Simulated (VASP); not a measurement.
# CdI2 (P-3m1) in VASP: single point with PBE

Aim: the single point of CdI2 with PBE.

Program: VASP 6.6.1. These are calculated values, not measurements. Logs are shortened: lines on timing, memory, paths and dates and some standing lists are left out, and cuts for length are marked.

### 1 The cell of the first run

The structure is trigonal, space group P-3m1 (No. 164). The conventional cell has a = 4.247 Å, b = 4.247 Å, c = 20.692 Å, α = 90.00°, β = 90.00°, γ = 120.00°. Within 3.9 Å of Cd (site symmetry 3m) lie 6 I at 2.99 Å. Within 3.9 Å of Cd (site symmetry -3m) lie 6 I at 2.99 Å. I (site symmetry 3m) has 3 Cd at 2.99 Å within 3.9 Å. I (site symmetry 3m) has 3 Cd at 2.99 Å within 3.9 Å. I (site symmetry 3m) has 3 Cd at 2.99 Å within 3.9 Å.

### 2 Single point, PBE

Input file INCAR:

```
PREC = Accurate ; ENCUT = 500
EDIFF = 1E-6 ; ISMEAR = -1
SIGMA = 0.02 ; LREAL = False
LASPH = True ; NELM = 120
ALGO = Normal ; ISIF = 2
LWAVE = False ; LCHARG = True
GGA = PE ; LELF = True
LVHAR = True ; NBANDS = 49
GGA_COMPAT = False
```

Input file KPOINTS:

```
regular mesh
0
Gamma
  12 12 2
```

Input file POSCAR:

```
CdI2
1.0
    4.2468179188      0.0000000000      0.0000000000
   -2.1234089594      3.6778522029      0.0000000000
    0.0000000000      0.0000000000     20.6923892625
Cd I
3 6
Direct
    0.6666666667      0.3333333333      0.3331655910
    0.3333333333      0.6666666667      0.6668344090
    0.0000000000      0.0000000000      0.0000000000
    0.3333333333      0.6666666667      0.0830957573
    0.3333333333      0.6666666667      0.4162484389
    0.6666666667      0.3333333333      0.9169042427
    0.6666666667      0.3333333333      0.5837515611
    0.0000000000      0.0000000000      0.2500582723
    0.0000000000      0.0000000000      0.7499417277
```

Potentials or basis: VASP PAW PBE potentials, release 64 (Cd, I).

Command:

```bash
$ cat potpaw_PBE.64/Cd/POTCAR potpaw_PBE.64/I/POTCAR > POTCAR
$ mpirun -np 1 vasp_std > vasp.out
```

OUTCAR:

```text
PREC = Accurate
   ENCUT = 500
   EDIFF = 1E-6
   ISMEAR = -1
   LREAL = False
   LASPH = True
   NELM = 120
   ISIF = 2
   GGA = PE

 ion  position               nearest neighbor table
   1  0.667  0.333  0.333-   5 2.99   5 2.99   5 2.99   8 2.99   8 2.99   8 2.99
   2  0.333  0.667  0.667-   7 2.99   7 2.99   7 2.99   9 2.99   9 2.99   9 2.99
   3  0.000  0.000  0.000-   4 2.99   6 2.99   4 2.99   6 2.99   6 2.99   4 2.99
   4  0.333  0.667  0.083-   3 2.99   3 2.99   3 2.99
   5  0.333  0.667  0.416-   1 2.99   1 2.99   1 2.99
   6  0.667  0.333  0.917-   3 2.99   3 2.99   3 2.99
   7  0.667  0.333  0.584-   2 2.99   2 2.99   2 2.99
   8  0.000  0.000  0.250-   1 2.99   1 2.99   1 2.99
   9  0.000  0.000  0.750-   2 2.99   2 2.99   2 2.99

  LATTYP: Found a hexagonal cell.
 ALAT       =     4.2468179188
 C/A-ratio  =     4.8724455953

  Lattice vectors:

 A1 = (   4.2468179188,   0.0000000000,   0.0000000000)
 A2 = (  -2.1234089594,   3.6778522029,   0.0000000000)
 A3 = (   0.0000000000,   0.0000000000,  20.6923892625)

Analysis of symmetry for initial positions (statically):
=====================================================================
 Subroutine PRICEL returns:
 Original cell was already a primitive cell.

 Routine SETGRP: Setting up the symmetry group for a
 hexagonal supercell.

 Subroutine GETGRP returns: Found 12 space group operations
 (whereof 12 operations were pure point group operations)
 out of a pool of 24 trial point group operations.

The static configuration has the point symmetry D_3d.

Analysis of symmetry for dynamics (positions and initial velocities):
=====================================================================
 Subroutine PRICEL returns:
 Original cell was already a primitive cell.

 Routine SETGRP: Setting up the symmetry group for a
 hexagonal supercell.

 Subroutine GETGRP returns: Found 12 space group operations
 (whereof 12 operations were pure point group operations)
 out of a pool of 24 trial point group operations.

The dynamic configuration has the point symmetry D_3d.

 Subroutine INISYM returns: Found 12 space group operations
 (whereof 12 operations are pure point group operations),
 and found     1 'primitive' translations

----------------------------------------------------------------------------------------

                                     Primitive cell

  volume of cell :     323.1979

  direct lattice vectors                    reciprocal lattice vectors
     4.246817919  0.000000000  0.000000000     0.235470420  0.135948911  0.000000000
    -2.123408959  3.677852203  0.000000000     0.000000000  0.271897821  0.000000000
     0.000000000  0.000000000 20.692389263     0.000000000  0.000000000  0.048326947

  length of vectors
     4.246817919  4.246817919 20.692389263     0.271897821  0.271897821  0.048326947

  position of ions in fractional coordinates (direct lattice)
     0.666666667  0.333333333  0.333165591
     0.333333333  0.666666667  0.666834409
     0.000000000  0.000000000  0.000000000
     0.333333333  0.666666667  0.083095757
     0.333333333  0.666666667  0.416248439
     0.666666667  0.333333333  0.916904243
     0.666666667  0.333333333  0.583751561
     0.000000000  0.000000000  0.250058272
     0.000000000  0.000000000  0.749941728

  ion indices of the primitive-cell ions
   primitive index   ion index
                 1           1
                 2           2
                 3           3
                 4           4
                 5           5
                 6           6
                 7           7
                 8           8
                 9           9

----------------------------------------------------------------------------------------

 KPOINTS: regular mesh

Automatic generation of k-mesh.
 Grid dimensions read from file:
 generate k-points for:   12   12    2

 Generating k-lattice:

  Cartesian coordinates                     Fractional coordinates (reciprocal lattice)
     0.019622535  0.011329076  0.000000000     0.083333333  0.000000000  0.000000000
     0.000000000  0.022658152  0.000000000     0.000000000  0.083333333  0.000000000
     0.000000000  0.000000000  0.024163474     0.000000000  0.000000000  0.500000000

  Length of vectors
     0.022658152  0.022658152  0.024163474

  Shift w.r.t. Gamma in fractional coordinates (k-lattice)
     0.000000000  0.000000000  0.000000000

 Subroutine IBZKPT returns following result:
 ===========================================

 Found     38 irreducible k-points:

 Following reciprocal coordinates:
            Coordinates               Weight
  0.000000  0.000000  0.000000      1.000000
  0.083333  0.000000  0.000000      6.000000
  0.166667  0.000000  0.000000      6.000000
  0.250000  0.000000  0.000000      6.000000
  0.333333  0.000000  0.000000      6.000000
  0.416667  0.000000  0.000000      6.000000
[... 16 lines left out ...]
  0.250000  0.000000  0.500000      6.000000
  0.333333  0.000000  0.500000      6.000000
 [... further k-points ...]
   k-points           NKPTS =     38   k-points in BZ     NKDIM =     38   number of bands    NBANDS=     49
   number of dos      NEDOS =    301   number of ions     NIONS =      9
   total plane-waves  NPLWV = 163840
   dimension x,y,z NGX =    32 NGY =   32 NGZ =  160
   dimension x,y,z NGXF=    64 NGYF=   64 NGZF=  320
   ions per type =               3   6
   NGX,Y,Z   is equivalent  to a cutoff of  12.53, 12.53, 12.85 a.u.
   NGXF,Y,Z  is equivalent  to a cutoff of  25.05, 25.05, 25.71 a.u.
 SYSTEM =  unknown system
   PREC   = accura    normal or accurate (medium, high low for compatibility)
   ISTART =      0    job   : 0-new  1-cont  2-samecut
   ICHARG =      2    charge: 1-file 2-atom 10-const
   ISPIN  =      1    spin polarized calculation?
   LNONCOLLINEAR =      F non collinear calculations
   LSORBIT =      F    spin-orbit coupling
   LASPH  =      T    aspherical Exc in radial PAW
   ENCUT  =  500.0 eV  36.75 Ry    6.06 a.u.   7.74  7.74 37.73*2*pi/ulx,y,z
   NELM   =    120;   NELMIN=  2; NELMDL= -5     # of ELM steps
   EDIFF  = 0.1E-05   stopping-criterion for ELM
   LREAL  =      F    real-space projection
[... 7 lines left out ...]
   TEBEG  =    0.0;   TEEND  =   0.0 temperature during run
   PSTRESS=    0.0 pullay stress
   NELECT =      78.0000    total number of electrons
   NUPDOWN=      -1.0000    fix difference up-down
   EMIN   =  10.00;   EMAX   =-10.00  energy-range for DOS
   EFERMI =   0.00;   METHOD = LEGACY
   ISMEAR =    -1;   SIGMA  =   0.02  broadening in eV -4-tet -1-fermi 0-gaus
   EFERMI_NEDOS =   21; number of points for ismear=-14 and -15
   IALGO  =     38    algorithm
   IMIX   =      4    mixing-type and parameters
     AMIX     =   0.40;   BMIX     =  1.00
     AMIX_MAG =   1.60;   BMIX_MAG =  1.00
  volume/ion in A,a.u.               =      35.91       242.34
  Fermi-wavevector in a.u.,A,eV,Ry     =   1.019257  1.926116 14.134874  1.038884
  Thomas-Fermi vector in A             =   2.152760
   LORBIT       =      0    0 simple, 1 ext, 2 COOP (PROOUT), +10 PAW based schemes
   GGA     = PE    functional components
   LHFCALC =     F    Hartree Fock is set to
   AEXX    =    0.0000 exact exchange contribution
   IVDW    =     0    specifies the selected vdW correction
   LEPSILON=     F    determine dielectric tensor
   LRPA    =     F    only Hartree local field effects (RPA)
 non-spin polarized calculation
  energy-cutoff  :      500.00
  volume of cell :      323.20
 maximum number of plane-waves:      8272
 NGX is ok and might be reduce to    32
   NGX = 15   NGY = 15   NGZ = 75

 number of electron      77.9999999 magnetization

 Free energy of the ion-electron system (eV)
  ---------------------------------------------------
  ext. energy  EPLUGINS =         0.00000000
  ---------------------------------------------------
  free energy    TOTEN  =       -16.47985987 eV

  energy without entropy =      -16.47985987  energy(sigma->0) =      -16.47985987

 E-fermi :   2.4226     XC(G=0):  -8.5399

 val. band max:        1.9638548643   @ k =   0.1667   0.0000   0.0000
 cond. band min:       4.1728915226   @ k =   0.5000   0.0000   0.0000
 fundamental gap:      2.2090366584
 Fermi energy:         2.4226071806

 k-point     1 :       0.0000    0.0000    0.0000
  band No.  band energies     occupation
      1     -10.1381      2.00000
      2     -10.0294      2.00000
      3     -10.0257      2.00000
      4      -9.5948      2.00000
      5      -9.5888      2.00000
      6      -9.4457      2.00000
[... 41 lines left out ...]
     48       8.2188      0.00000
     49       8.2259      0.00000

 k-point     2 :       0.0833    0.0000    0.0000
  band No.  band energies     occupation
      1     -10.1037      2.00000
      2      -9.9972      2.00000
      3      -9.9935      2.00000
      4      -9.5840      2.00000
      5      -9.5781      2.00000
      6      -9.4404      2.00000
[... 41 lines left out ...]
     48       8.1155      0.00000
     49       8.2501      0.00000

 k-point     3 :       0.1667    0.0000    0.0000
  band No.  band energies     occupation
      1     -10.0061      2.00000
      2      -9.9071      2.00000
      3      -9.9030      2.00000
      4      -9.5547      2.00000
      5      -9.5486      2.00000
      6      -9.4266      2.00000
[... 41 lines left out ...]
     48       8.1865      0.00000
     49       8.5258      0.00000

 k-point     4 :       0.2500    0.0000    0.0000
  band No.  band energies     occupation
      1      -9.8629      2.00000
      2      -9.7786      2.00000
      3      -9.7714      2.00000
      4      -9.5158      2.00000
      5      -9.5064      2.00000
      6      -9.4101      2.00000
[... 977 lines left out ...]
     48       8.3168      0.00000
     49       8.5425      0.00000

 k-point    23 :       0.2500    0.0000    0.5000
  band No.  band energies     occupation
      1      -9.8418      2.00000
      2      -9.8352      2.00000
      3      -9.7242      2.00000
      4      -9.5663      2.00000
      5      -9.4421      2.00000
      6      -9.4356      2.00000
[... 41 lines left out ...]
     48       8.6575      0.00000
     49       8.7077      0.00000

 k-point    24 :       0.3333    0.0000    0.5000
  band No.  band energies     occupation
      1      -9.6908      2.00000
      2      -9.6805      2.00000
      3      -9.5931      2.00000
      4      -9.5149      2.00000
      5      -9.4240      2.00000
      6      -9.4123      2.00000
[... 41 lines left out ...]
     48       8.4721      0.00000
     49       8.7175      0.00000

 [... further k-points ...]
[... 5 lines left out ...]
  --------------------------------------------------------------------------------------
  -------------------------------------------------------------------------------------
  Total        3.5145453      3.5145453      3.3269321      0.0000000     -0.0000000      0.0000000
  in kB       17.4225281     17.4225281     16.4924799      0.0000000     -0.0000000      0.0000000
  external PRESSURE =      17.1125120 kB  Pullay stress =       0.0000000 kB

 VOLUME and BASIS-vectors are now :
 -----------------------------------------------------------------------------
  energy-cutoff  :      500.00
  volume of cell :      323.20
      direct lattice vectors                 reciprocal lattice vectors
     4.246817919  0.000000000  0.000000000     0.235470420  0.135948911  0.000000000
    -2.123408959  3.677852203  0.000000000     0.000000000  0.271897821  0.000000000
     0.000000000  0.000000000 20.692389263     0.000000000  0.000000000  0.048326947

 POSITION                                       TOTAL-FORCE (eV/Angst)
 -----------------------------------------------------------------------------------
      2.12341      1.22595      6.89399         0.000000      0.000000     -0.001148
     -0.00000      2.45190     13.79840        -0.000000     -0.000000      0.001148
      0.00000      0.00000      0.00000         0.000000      0.000000      0.000000
     -0.00000      2.45190      1.71945        -0.000000      0.000000      0.091088
     -0.00000      2.45190      8.61317         0.000000      0.000000      0.085806
      2.12341      1.22595     18.97294         0.000000     -0.000000     -0.091088
      2.12341      1.22595     12.07921        -0.000000     -0.000000     -0.085806
      0.00000      0.00000      5.17430         0.000000      0.000000     -0.089347
      0.00000      0.00000     15.51809         0.000000     -0.000000      0.089347
 -----------------------------------------------------------------------------------
    total drift:                                0.000000      0.000000      0.000000

  FREE ENERGIE OF THE ION-ELECTRON SYSTEM (eV)
  ---------------------------------------------------
  free  energy   TOTEN  =       -16.4798598697 eV

  energy  without entropy=      -16.4798598697  energy(sigma->0) =      -16.47985987
```

Wall time 11 min (1 thread of Oxide Virtual Turin-like, shared host); peak memory 0.65 GiB.

Results:

| Item | Value |
| --- | --- |
| Free energy | -16.4799 eV |
| Pressure | 1.7 GPa |
| Largest force | 0.091 eV/Å |
| Band gap on the k mesh | 2.21 eV (least direct gap 2.35 eV) |

Forces on the atoms (eV/Å):
```
Cd   0.000  0.000 -0.001
Cd   0.000  0.000  0.001
Cd   0.000  0.000  0.000
I    0.000  0.000  0.091
I    0.000  0.000  0.086
I    0.000  0.000 -0.091
I    0.000  0.000 -0.086
I    0.000  0.000 -0.089
I    0.000  0.000  0.089
```

Stress tensor (GPa, compression positive):
```
1.74 0.00 0.00
0.00 1.74 0.00
0.00 0.00 1.65
```

Caveat: spin-orbit coupling is left out, which moves the levels of the heavy elements; this functional lacks dispersion, which binds layers or chains, so the pressure and a relaxed spacing across them are unreliable. A k mesh can miss the band edges.
